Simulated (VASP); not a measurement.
# SiC16 in VASP: single point with PBE+D3(BJ)

Aim: the single point of SiC16 with PBE+D3(BJ).

Program: VASP 6.6.1. These are calculated values, not measurements. Logs are shortened: lines on timing, memory, paths and dates and some standing lists are left out, and cuts for length are marked.

## (1) The cell of the first run

The cell holds a slab with vacuum, 17 atoms: a = 4.930 Å, b = 4.422 Å, c = 22.694 Å, α = 90.00°, β = 90.00°, γ = 90.00°.

## (2) Single point, PBE+D3(BJ), collinear spin

INCAR reads:

```
PREC = Accurate ; ENCUT = 520
EDIFF = 1E-6 ; ISMEAR = 0
SIGMA = 0.05 ; LREAL = Auto
LASPH = T ; NELM = 150
ALGO = Normal ; ISIF = 2
LWAVE = F ; LCHARG = F
ISPIN = 2 ; MAGMOM = 0 0 0 0 0 0 0 0 0 0 0 0 0 0 0 0 2
LORBIT = 11 ; LDIPOL = T
IDIPOL = 3 ; DIPOL = 0.5 0.5 0.308
GGA = PE ; IVDW = 12
NBANDS = 52
```

KPOINTS reads:

```
Automatic mesh
0
Gamma
  6 6 1
```

POSCAR reads:

```
SiC16
1.0
    4.9298676323      0.0000000000      0.0000000000
    0.0000000000      4.4224271195      0.0000000000
    0.0000000000      0.0000000000     22.6937497910
C Si
16 1
Direct
    0.2500000000      0.4155274488      0.1762599851
    0.7500000000      0.4155274488      0.1762599851
    0.0000000000      0.5195584910      0.2001803947
    0.5000000000      0.5195584910      0.2001803947
    0.0000000000      0.7272227621      0.2480852155
    0.5000000000      0.7272227621      0.2480852155
    0.2500000000      0.8312538043      0.2720056251
    0.7500000000      0.8312538043      0.2720056251
    0.2500000000      0.0442051686      0.3198734326
    0.7500000000      0.0442051686      0.3198734326
    0.0000000000      0.1500808487      0.3425973485
    0.5000000000      0.1500808487      0.3425973485
    0.0000000000      0.3779776253      0.3900566375
    0.5000000000      0.3779776253      0.3900566375
    0.2500000000      0.4764186278      0.4095290499
    0.7500000000      0.4764186278      0.4095290499
    0.5000000000      0.4764186278      0.5196915406
```

Potentials or basis: VASP PAW PBE potentials, release 64 (C, Si).

On the command line:

```console
$ cat potpaw_PBE.64/C/POTCAR potpaw_PBE.64/Si/POTCAR > POTCAR
$ mpirun -np 1 vasp_std > vasp.out
```

OUTCAR:

```text
PREC = Accurate
   ENCUT = 520
   EDIFF = 1E-6
   ISMEAR = 0
   LREAL = Auto
   LASPH = T
   NELM = 150
   ISIF = 2
   ISPIN = 2
   LORBIT = 11
   GGA = PE
   IVDW = 12
 IVDW          = 12

 ion  position               nearest neighbor table
   1  0.250  0.416  0.176-   3 1.42   4 1.42
   2  0.750  0.416  0.176-   3 1.42   4 1.42
   3  0.000  0.520  0.200-   5 1.42   2 1.42   1 1.42
   4  0.500  0.520  0.200-   6 1.42   2 1.42   1 1.42
   5  0.000  0.727  0.248-   3 1.42   7 1.42   8 1.42
   6  0.500  0.727  0.248-   4 1.42   7 1.42   8 1.42
   7  0.250  0.831  0.272-   5 1.42   6 1.42   9 1.44
   8  0.750  0.831  0.272-   5 1.42   6 1.42  10 1.44
   9  0.250  0.044  0.320-  11 1.42  12 1.42   7 1.44
  10  0.750  0.044  0.320-  11 1.42  12 1.42   8 1.44
  11  0.000  0.150  0.343-   9 1.42  10 1.42  13 1.48
  12  0.500  0.150  0.343-   9 1.42  10 1.42  14 1.48
  13  0.000  0.378  0.390-  15 1.38  16 1.38  11 1.48
  14  0.500  0.378  0.390-  15 1.38  16 1.38  12 1.48
  15  0.250  0.476  0.410-  13 1.38  14 1.38
  16  0.750  0.476  0.410-  13 1.38  14 1.38
  17  0.500  0.476  0.520-

  LATTYP: Found a simple orthorhombic cell.
 ALAT       =     4.4224271195
 B/A-ratio  =     1.1147425382
 C/A-ratio  =     5.1315147040

  Lattice vectors:

 A1 = (   0.0000000000,  -4.4224271195,   0.0000000000)
 A2 = (   4.9298676323,   0.0000000000,   0.0000000000)
 A3 = (   0.0000000000,   0.0000000000,  22.6937497910)

Analysis of symmetry for initial positions (statically):
=====================================================================
 Subroutine PRICEL returns:
 Original cell was already a primitive cell.

 Routine SETGRP: Setting up the symmetry group for a
 simple orthorhombic supercell.

 Subroutine GETGRP returns: Found  2 space group operations
 (whereof  2 operations were pure point group operations)
 out of a pool of  8 trial point group operations.

The static configuration has the point symmetry C_1h.

Analysis of symmetry for dynamics (positions and initial velocities):
=====================================================================
 Subroutine PRICEL returns:
 Original cell was already a primitive cell.

 Routine SETGRP: Setting up the symmetry group for a
 simple orthorhombic supercell.

 Subroutine GETGRP returns: Found  2 space group operations
 (whereof  2 operations were pure point group operations)
 out of a pool of  8 trial point group operations.

The dynamic configuration has the point symmetry C_1h.

Analysis of structural, dynamic, and magnetic symmetry:
=====================================================================
 Subroutine PRICEL returns:
 Original cell was already a primitive cell.

 Routine SETGRP: Setting up the symmetry group for a
 simple orthorhombic supercell.

 Subroutine GETGRP returns: Found  2 space group operations
 (whereof  2 operations were pure point group operations)
 out of a pool of  8 trial point group operations.

The overall configuration has the point symmetry C_1h.

 Subroutine INISYM returns: Found  2 space group operations
 (whereof  2 operations are pure point group operations),
 and found     1 'primitive' translations

----------------------------------------------------------------------------------------

                                     Primitive cell

  volume of cell :     494.7687

  direct lattice vectors                    reciprocal lattice vectors
     4.929867632  0.000000000  0.000000000     0.202845203  0.000000000  0.000000000
     0.000000000  4.422427120  0.000000000     0.000000000  0.226120176  0.000000000
     0.000000000  0.000000000 22.693749791     0.000000000  0.000000000  0.044064996

  length of vectors
     4.929867632  4.422427120 22.693749791     0.202845203  0.226120176  0.044064996

  position of ions in fractional coordinates (direct lattice)
     0.250000000  0.415527449  0.176259985
     0.750000000  0.415527449  0.176259985
     0.000000000  0.519558491  0.200180395
[... 87 lines left out ...]
 SYSTEM =  unknown system
   PREC   = accura    normal or accurate (medium, high low for compatibility)
   ISTART =      0    job   : 0-new  1-cont  2-samecut
   ICHARG =      2    charge: 1-file 2-atom 10-const
   ISPIN  =      2    spin polarized calculation?
   LNONCOLLINEAR =      F non collinear calculations
   LSORBIT =      F    spin-orbit coupling
   LASPH  =      T    aspherical Exc in radial PAW
   ENCUT  =  520.0 eV  38.22 Ry    6.18 a.u.   9.17  8.22 42.20*2*pi/ulx,y,z
   NELM   =    150;   NELMIN=  2; NELMDL= -5     # of ELM steps
   EDIFF  = 0.1E-05   stopping-criterion for ELM
   LREAL  =      T    real-space projection
   EDIFFG = 0.1E-04   stopping-criterion for IOM
   NSW    =      0    number of steps for IOM
   IBRION =     -1    ionic relax: 0-MD 1-quasi-New 2-CG
   NFREE  =      0    steps in history (QN), initial steepest desc. (CG)
   ISIF   =      2    stress and relaxation
   ISYM   =      2    0-nonsym 1-usesym 2-fastsym
   POTIM  = 0.5000    time-step for ionic-motion
   TEBEG  =    0.0;   TEEND  =   0.0 temperature during run
   PSTRESS=    0.0 pullay stress
   NELECT =      68.0000    total number of electrons
   NUPDOWN=      -1.0000    fix difference up-down
   EMIN   =  10.00;   EMAX   =-10.00  energy-range for DOS
   EFERMI =   0.00;   METHOD = LEGACY
   ISMEAR =     0;   SIGMA  =   0.05  broadening in eV -4-tet -1-fermi 0-gaus
   EFERMI_NEDOS =   21; number of points for ismear=-14 and -15
   IALGO  =     38    algorithm
   IMIX   =      4    mixing-type and parameters
     AMIX     =   0.40;   BMIX     =  1.00
     AMIX_MAG =   1.60;   BMIX_MAG =  1.00
  volume/ion in A,a.u.               =      29.10       196.40
  Fermi-wavevector in a.u.,A,eV,Ry     =   0.844845  1.596526  9.711337  0.713763
  Thomas-Fermi vector in A             =   1.959938
   LORBIT       =     11    0 simple, 1 ext, 2 COOP (PROOUT), +10 PAW based schemes
   GGA     = PE    functional components
   LHFCALC =     F    Hartree Fock is set to
   AEXX    =    0.0000 exact exchange contribution
   IVDW    =    12    specifies the selected vdW correction
   LEPSILON=     F    determine dielectric tensor
   LRPA    =     F    only Hartree local field effects (RPA)
 spin polarized calculation
 Gauss-broadening in eV      SIGMA  =   0.05
  energy-cutoff  :      520.00
  volume of cell :      494.77
 maximum number of plane-waves:     13376
 NGX is ok and might be reduce to    40
   NGX = 19   NGY = 17   NGZ = 85

 dipolmoment           0.000000      0.000000      0.132616 electrons x Angstroem

 number of electron      68.0000008 magnetization       0.1947351

 number of electron      68.0000008 magnetization      -2.0002013

 dipolmoment           0.000000      0.000000     -0.074492 electrons x Angstroem

 Free energy of the ion-electron system (eV)
  ---------------------------------------------------
  ext. energy  EPLUGINS =         0.00000000
  ---------------------------------------------------
  free energy    TOTEN  =      -138.89001209 eV

  energy without entropy =     -138.88922795  energy(sigma->0) =     -138.88962002

 E-fermi :  -1.6027     XC(G=0):  -4.2899

 val. band max:       -1.6585831218   @ k =   0.3333   0.5000   0.0000
 cond. band min:      -1.5549216643   @ k =   0.1667   0.0000   0.0000
 fundamental gap:      0.1036614575
 Fermi energy:        -1.6027287134

 spin component 1

 k-point     1 :       0.0000    0.0000    0.0000
  band No.  band energies     occupation
      1     -20.7063      1.00000
      2     -19.5965      1.00000
      3     -17.9788      1.00000
      4     -16.4740      1.00000
      5     -16.4190      1.00000
      6     -16.1566      1.00000
[... 773 lines left out ...]
     45       4.7804      0.00000
     46       4.9004      0.00000
 Fermi energy:        -1.6027287134

 spin component 2

 k-point     1 :       0.0000    0.0000    0.0000
  band No.  band energies     occupation
      1     -20.7939      1.00000
      2     -19.7503      1.00000
      3     -18.1793      1.00000
      4     -16.5693      1.00000
      5     -16.4710      1.00000
      6     -16.3716      1.00000
[... 773 lines left out ...]
     45       4.6845      0.00000
     46       4.8537      0.00000
 [bands above 46 left out]

------------------------ aborting loop because EDIFF is reached ----------------------------------------

 vacuum level on the upper side and lower side of the slab       (xc-potential included)        -0.302         0.303

 Edisp (eV)   -2.12383

 E8    (eV) :    -0.6421

  FORCE on cell =-STRESS in cart. coord.  units (eV):
  Direction    XX          YY          ZZ          XY          YZ          ZX
  --------------------------------------------------------------------------------------
  -------------------------------------------------------------------------------------
  Total      -1.57149    -1.71346    -6.90555     0.00000     1.13383     0.00000
  in kB      -5.08886    -5.54858   -22.36181     0.00000     3.67161     0.00000
  external pressure =      -11.00 kB  Pullay stress =        0.00 kB

 VOLUME and BASIS-vectors are now :
 -----------------------------------------------------------------------------
  energy-cutoff  :      520.00
  volume of cell :      494.77
      direct lattice vectors                 reciprocal lattice vectors
     4.929867632  0.000000000  0.000000000     0.202845203  0.000000000  0.000000000
     0.000000000  4.422427120  0.000000000     0.000000000  0.226120176  0.000000000
     0.000000000  0.000000000 22.693749791     0.000000000  0.000000000  0.044064996

 POSITION                                       TOTAL-FORCE (eV/Angst)
 -----------------------------------------------------------------------------------
      1.23247      1.83764      4.00000        -0.000650      1.637376      1.955973
      3.69740      1.83764      4.00000         0.000650      1.637376      1.955973
      0.00000      2.29771      4.54284         0.000000     -2.150634     -2.561987
      2.46493      2.29771      4.54284         0.000000     -2.152712     -2.563262
      0.00000      3.21609      5.62998         0.000000      0.666417      0.843637
      2.46493      3.21609      5.62998         0.000000      0.668004      0.866035
[... 9 lines left out ...]
      3.69740      2.10693      9.29375        -0.890740      0.633180      3.521913
      2.46493      2.10693     11.79375         0.000000      0.627689     -3.108917
 -----------------------------------------------------------------------------------
    total drift:                                0.000000     -0.018351     -0.031710

  FREE ENERGIE OF THE ION-ELECTRON SYSTEM (eV)
  ---------------------------------------------------
  free  energy   TOTEN  =      -141.0138427541 eV

  energy  without entropy=     -141.0130586121  energy(sigma->0) =     -141.01345068

 vacuum level on the upper side and lower side of the slab         2.673         3.291

 total charge

# of ion       s       p       d       tot
------------------------------------------
    1        0.864   1.574   0.000   2.438
    2        0.864   1.574   0.000   2.438
    3        0.861   1.767   0.000   2.628
    4        0.861   1.767   0.000   2.628
    5        0.864   1.780   0.000   2.644
    6        0.864   1.780   0.000   2.644
[... 9 lines left out ...]
   16        0.888   1.625   0.000   2.513
   17        0.950   0.489   0.000   1.440
--------------------------------------------------
tot         14.838  28.197   0.000  43.036

 magnetization (x)

# of ion       s       p       d       tot
------------------------------------------
    1       -0.102  -0.538   0.000  -0.640
    2       -0.102  -0.538   0.000  -0.640
    3       -0.002   0.020   0.000   0.017
    4       -0.003   0.020   0.000   0.017
    5       -0.012  -0.076   0.000  -0.088
    6       -0.012  -0.075   0.000  -0.087
[... 9 lines left out ...]
   16       -0.005  -0.021   0.000  -0.026
   17        0.002   0.151   0.000   0.154
--------------------------------------------------
tot         -0.241  -1.053   0.000  -1.294
```

It took 88 min on 1 thread of Oxide Virtual Turin-like, shared host; peak memory 1 GiB.

What came out:

```
Free energy                                           : -141.0138 eV
Largest force                                         : 3.688 eV/Å
Band gap on the k mesh                                : zero (filled and empty bands overlap)
Net moment                                            : -2.00 μB per cell
Site moments                                          : C -0.64, +0.02, -0.09, -0.02, +0.01, -0.00, +0.00, -0.03 (each value once); Si +0.15 μB
Valence electrons inside the program's atomic spheres : C 2.44, 2.63, 2.64, 2.65, 2.62, 2.67, 2.51 (each value once); Si 1.44
Dispersion energy per atom                            : -0.125 eV
```

Forces on the atoms (eV/Å):
```
C   -0.001  1.637  1.956
C    0.001  1.637  1.956
C    0.000 -2.151 -2.562
C    0.000 -2.153 -2.563
C    0.000  0.666  0.844
C    0.000  0.668  0.866
C   -0.023 -0.175 -0.187
C    0.023 -0.175 -0.187
C    0.040 -0.241 -0.254
C   -0.040 -0.241 -0.254
C    0.000  0.660  0.104
C    0.000  0.545  0.046
C    0.000 -0.912 -1.238
C    0.000 -1.660 -2.461
C    0.891  0.633  3.522
C   -0.891  0.633  3.522
Si   0.000  0.628 -3.109
```
